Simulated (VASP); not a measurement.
# Ni (Fm-3m) in VASP: single point with PBEsol

Aim: the single point of Ni with PBEsol.

Everything below comes from runs of VASP 6.6.1. Logs are shortened: lines on timing, memory, paths and dates and some standing lists are left out, and cuts for length are marked.

## Step 1: The cell of the first run

It takes space group Fm-3m (No. 225, cubic). The conventional cell has a = 3.524 Å, b = 3.524 Å, c = 3.524 Å, α = 90.00°, β = 90.00°, γ = 90.00°. Ni (site symmetry m-3m) has 12 Ni at 2.49 Å within 3.3 Å.

## Step 2: Single point, PBEsol, collinear spin, antiferromagnetic start

INCAR

```
PREC = Accurate
ENCUT = 520
EDIFF = 1E-6
ISMEAR = -1
SIGMA = 0.1
LREAL = False
LASPH = True
NELM = 150
ALGO = Normal
ISIF = 2
LWAVE = False
LCHARG = False
ISPIN = 2
MAGMOM = 0.6 0.6 -0.6 -0.6
LORBIT = 11
LMAXMIX = 4
GGA = PS
NBANDS = 32
```

KPOINTS

```
regular mesh
0
Gamma
  9 9 9
```

POSCAR

```
Ni
1.0
    3.5238700000      0.0000000000      0.0000000000
    0.0000000000      3.5238700000      0.0000000000
    0.0000000000      0.0000000000      3.5238700000
Ni
4
Direct
    0.0000000000      0.0000000000      0.0000000000
    0.5000000000      0.5000000000      0.0000000000
    0.5000000000      0.0000000000      0.5000000000
    0.0000000000      0.5000000000      0.5000000000
```

Potentials or basis: VASP PAW PBE potentials, release 64 (Ni).

The run is started by

```sh
cat potpaw_PBE.64/Ni/POTCAR > POTCAR
mpirun -np 1 vasp_std > vasp.out
```

OUTCAR:

```text
PREC = Accurate
   ENCUT = 520
   EDIFF = 1E-6
   ISMEAR = -1
   LREAL = False
   LASPH = True
   NELM = 150
   ISIF = 2
   ISPIN = 2
   LORBIT = 11
   GGA = PS

 ion  position               nearest neighbor table
   1  0.000  0.000  0.000-   2 2.49   3 2.49   4 2.49   3 2.49   4 2.49   2 2.49   4 2.49   4 2.49
                             2 2.49   3 2.49   3 2.49   2 2.49
   2  0.500  0.500  0.000-   1 2.49   3 2.49   4 2.49   3 2.49   4 2.49   1 2.49   3 2.49   3 2.49
                             1 2.49   4 2.49   4 2.49   1 2.49
   3  0.500  0.000  0.500-   1 2.49   2 2.49   4 2.49   1 2.49   2 2.49   2 2.49   4 2.49   2 2.49
                             1 2.49   4 2.49   1 2.49   4 2.49
   4  0.000  0.500  0.500-   1 2.49   2 2.49   3 2.49   1 2.49   2 2.49   1 2.49   3 2.49   1 2.49
                             2 2.49   3 2.49   2 2.49   3 2.49

  LATTYP: Found a simple cubic cell.
 ALAT       =     3.5238700000

  Lattice vectors:

 A1 = (   3.5238700000,   0.0000000000,   0.0000000000)
 A2 = (   0.0000000000,   3.5238700000,   0.0000000000)
 A3 = (   0.0000000000,   0.0000000000,   3.5238700000)

Analysis of symmetry for initial positions (statically):
=====================================================================
 Subroutine PRICEL returns following result:

  LATTYP: Found a face centered cubic cell.
 ALAT       =     3.5238700000
[... 12 lines left out ...]
 Subroutine GETGRP returns: Found 48 space group operations
 (whereof 48 operations were pure point group operations)
 out of a pool of 48 trial point group operations.

The static configuration has the point symmetry O_h .

Analysis of symmetry for dynamics (positions and initial velocities):
=====================================================================
 Subroutine PRICEL returns following result:

  LATTYP: Found a face centered cubic cell.
 ALAT       =     3.5238700000
[... 12 lines left out ...]
 Subroutine GETGRP returns: Found 48 space group operations
 (whereof 48 operations were pure point group operations)
 out of a pool of 48 trial point group operations.

The dynamic configuration has the point symmetry O_h .

Analysis of structural, dynamic, and magnetic symmetry:
=====================================================================
 Subroutine PRICEL returns following result:

  LATTYP: Found a face centered cubic cell.
 ALAT       =     3.5238700000
[... 12 lines left out ...]
 Subroutine GETGRP returns: Found 16 space group operations
 (whereof 16 operations were pure point group operations)
 out of a pool of 48 trial point group operations.

The overall configuration has the point symmetry D_4h.

 Subroutine INISYM returns: Found 16 space group operations
 (whereof 16 operations are pure point group operations),
 and found     4 'primitive' translations

----------------------------------------------------------------------------------------

                                     Primitive cell

  volume of cell :      10.9396

  direct lattice vectors                    reciprocal lattice vectors
     1.761935000 -1.761935000  0.000000000     0.283778914 -0.283778914 -0.283778914
     1.761935000  0.000000000  1.761935000     0.283778914  0.283778914  0.283778914
     0.000000000 -1.761935000  1.761935000    -0.283778914 -0.283778914  0.283778914

  length of vectors
     2.491752373  2.491752373  2.491752373     0.491519496  0.491519496  0.491519496

  position of ions in fractional coordinates (direct lattice)
     0.000000000  0.000000000  0.000000000

  ion indices of the primitive-cell ions
   primitive index   ion index
                 1           1

----------------------------------------------------------------------------------------

 KPOINTS: regular mesh

Automatic generation of k-mesh.
 Grid dimensions read from file:
 generate k-points for:    9    9    9

 Generating k-lattice:

  Cartesian coordinates                     Fractional coordinates (reciprocal lattice)
     0.031530990  0.000000000  0.000000000     0.111111111  0.000000000  0.000000000
     0.000000000  0.031530990  0.000000000     0.000000000  0.111111111  0.000000000
     0.000000000  0.000000000  0.031530990     0.000000000  0.000000000  0.111111111

  Length of vectors
     0.031530990  0.031530990  0.031530990

  Shift w.r.t. Gamma in fractional coordinates (k-lattice)
     0.000000000  0.000000000  0.000000000

 Subroutine IBZKPT returns following result:
 ===========================================

 Found     75 irreducible k-points:

 Following reciprocal coordinates:
            Coordinates               Weight
  0.000000  0.000000  0.000000      1.000000
  0.111111  0.000000  0.000000      4.000000
  0.000000  0.000000  0.111111      2.000000
  0.222222  0.000000  0.000000      4.000000
  0.000000  0.000000  0.222222      2.000000
  0.333333  0.000000  0.000000      4.000000
[... 16 lines left out ...]
  0.333333  0.222222  0.000000      8.000000
  0.000000  0.333333  0.222222      8.000000
 [... further k-points ...]
   k-points           NKPTS =     75   k-points in BZ     NKDIM =     75   number of bands    NBANDS=     32
   number of dos      NEDOS =    301   number of ions     NIONS =      4
   total plane-waves  NPLWV =  21952
   dimension x,y,z NGX =    28 NGY =   28 NGZ =   28
   dimension x,y,z NGXF=    56 NGYF=   56 NGZF=   56
   ions per type =               4
   NGX,Y,Z   is equivalent  to a cutoff of  13.21, 13.21, 13.21 a.u.
   NGXF,Y,Z  is equivalent  to a cutoff of  26.42, 26.42, 26.42 a.u.
 SYSTEM =  unknown system
   PREC   = accura    normal or accurate (medium, high low for compatibility)
   ISTART =      0    job   : 0-new  1-cont  2-samecut
   ICHARG =      2    charge: 1-file 2-atom 10-const
   ISPIN  =      2    spin polarized calculation?
   LNONCOLLINEAR =      F non collinear calculations
   LSORBIT =      F    spin-orbit coupling
   LASPH  =      T    aspherical Exc in radial PAW
   ENCUT  =  520.0 eV  38.22 Ry    6.18 a.u.   6.55  6.55  6.55*2*pi/ulx,y,z
   NELM   =    150;   NELMIN=  2; NELMDL= -5     # of ELM steps
   EDIFF  = 0.1E-05   stopping-criterion for ELM
   LREAL  =      F    real-space projection
   EDIFFG = 0.1E-04   stopping-criterion for IOM
   NSW    =      0    number of steps for IOM
   IBRION =     -1    ionic relax: 0-MD 1-quasi-New 2-CG
   NFREE  =      0    steps in history (QN), initial steepest desc. (CG)
   ISIF   =      2    stress and relaxation
   ISYM   =      2    0-nonsym 1-usesym 2-fastsym
   POTIM  = 0.5000    time-step for ionic-motion
   TEBEG  =    0.0;   TEEND  =   0.0 temperature during run
   PSTRESS=    0.0 pullay stress
   NELECT =      40.0000    total number of electrons
   NUPDOWN=      -1.0000    fix difference up-down
   EMIN   =  10.00;   EMAX   =-10.00  energy-range for DOS
   EFERMI =   0.00;   METHOD = LEGACY
   ISMEAR =    -1;   SIGMA  =   0.10  broadening in eV -4-tet -1-fermi 0-gaus
   EFERMI_NEDOS =   21; number of points for ismear=-14 and -15
   IALGO  =     38    algorithm
   IMIX   =      4    mixing-type and parameters
     AMIX     =   0.40;   BMIX     =  1.00
     AMIX_MAG =   1.60;   BMIX_MAG =  1.00
  volume/ion in A,a.u.               =      10.94        73.82
  Fermi-wavevector in a.u.,A,eV,Ry     =   1.588821  3.002436 34.345893  2.524352
  Thomas-Fermi vector in A             =   2.687765
   LORBIT       =     11    0 simple, 1 ext, 2 COOP (PROOUT), +10 PAW based schemes
   GGA     = PS    functional components
   LHFCALC =     F    Hartree Fock is set to
   AEXX    =    0.0000 exact exchange contribution
   IVDW    =     0    specifies the selected vdW correction
   LEPSILON=     F    determine dielectric tensor
   LRPA    =     F    only Hartree local field effects (RPA)
 spin polarized calculation
  energy-cutoff  :      520.00
  volume of cell :       43.76
 maximum number of plane-waves:      1197
 NGX is ok and might be reduce to    28
   NGX = 13   NGY = 13   NGZ = 13

 number of electron      39.9999974 magnetization       0.0000000

 number of electron      39.9999974 magnetization      -0.0000000

 Free energy of the ion-electron system (eV)
  ---------------------------------------------------
  ext. energy  EPLUGINS =         0.00000000
  ---------------------------------------------------
  free energy    TOTEN  =       -24.45270528 eV

  energy without entropy =      -24.09893175  energy(sigma->0) =      -24.27581851

 E-fermi :   8.9527     XC(G=0): -13.4014

 val. band max:        8.9510050295   @ k =   0.1111   0.1111   0.4444
 cond. band min:       8.9629453079   @ k =   0.1111   0.1111   0.3333
 fundamental gap:      0.0119402783
 Fermi energy:         8.9526742934

 spin component 1

 k-point     1 :       0.0000    0.0000    0.0000
  band No.  band energies     occupation
      1       0.0833      1.00000
      2       4.6768      1.00000
      3       4.6768      1.00000
      4       4.6769      1.00000
      5       5.2591      1.00000
      6       5.2591      1.00000
[... 829 lines left out ...]
     31      23.6183      0.00000
     32      25.4276      0.00000

 [... further k-points ...]

 spin component 2

 k-point     1 :       0.0000    0.0000    0.0000
  band No.  band energies     occupation
      1       0.0833      1.00000
      2       4.6768      1.00000
      3       4.6768      1.00000
      4       4.6769      1.00000
      5       5.2591      1.00000
      6       5.2591      1.00000
[... 829 lines left out ...]
     31      23.6183      0.00000
     32      25.4276      0.00000

 [... further k-points ...]
[... 5 lines left out ...]
  --------------------------------------------------------------------------------------
  -------------------------------------------------------------------------------------
  Total       -3.0082245     -3.0082245     -3.0080963      0.0000000      0.0000000      0.0000000
  in kB     -110.1440891   -110.1440891   -110.1393953      0.0000000      0.0000000      0.0000000
  external PRESSURE =    -110.1425245 kB  Pullay stress =       0.0000000 kB

 VOLUME and BASIS-vectors are now :
 -----------------------------------------------------------------------------
  energy-cutoff  :      520.00
  volume of cell :       43.76
      direct lattice vectors                 reciprocal lattice vectors
     3.523870000  0.000000000  0.000000000     0.283778914  0.000000000  0.000000000
     0.000000000  3.523870000  0.000000000     0.000000000  0.283778914  0.000000000
     0.000000000  0.000000000  3.523870000     0.000000000  0.000000000  0.283778914

 POSITION                                       TOTAL-FORCE (eV/Angst)
 -----------------------------------------------------------------------------------
      0.00000      0.00000      0.00000         0.000000     -0.000000     -0.000000
      1.76194      1.76194      0.00000        -0.000000     -0.000000      0.000000
      1.76194      0.00000      1.76194         0.000000      0.000000      0.000000
      0.00000      1.76194      1.76194        -0.000000     -0.000000     -0.000000
 -----------------------------------------------------------------------------------
    total drift:                                0.000000      0.000000      0.000000

  FREE ENERGIE OF THE ION-ELECTRON SYSTEM (eV)
  ---------------------------------------------------
  free  energy   TOTEN  =       -24.4527052760 eV

  energy  without entropy=      -24.0989317510  energy(sigma->0) =      -24.27581851

 total charge

# of ion       s       p       d       tot
------------------------------------------
    1        0.495   0.493   8.317   9.305
    2        0.495   0.493   8.317   9.305
    3        0.495   0.493   8.317   9.305
    4        0.495   0.493   8.317   9.305
--------------------------------------------------
tot          1.978   1.973  33.270  37.221

 magnetization (x)

# of ion       s       p       d       tot
------------------------------------------
    1        0.000   0.000   0.000   0.000
    2        0.000   0.000   0.000   0.000
    3       -0.000  -0.000  -0.000  -0.000
    4       -0.000  -0.000  -0.000  -0.000
--------------------------------------------------
tot          0.000   0.000   0.000   0.000
```

It took 5.7 min on 1 thread of AMD EPYC 7R43 (Zen 3), shared host; peak memory 0.23 GiB.

Results:

| Quantity | Value |
| --- | --- |
| Free energy | -24.4527 eV |
| Pressure | -11.0 GPa |
| Band gap on the k mesh | zero (filled and empty bands overlap) |
| Net moment | 0.00 μB per cell |
| Valence electrons inside the program's atomic spheres | Ni 9.30 |

Caveat: the PAW data sets were made with another functional, which shifts forces and pressure a little.
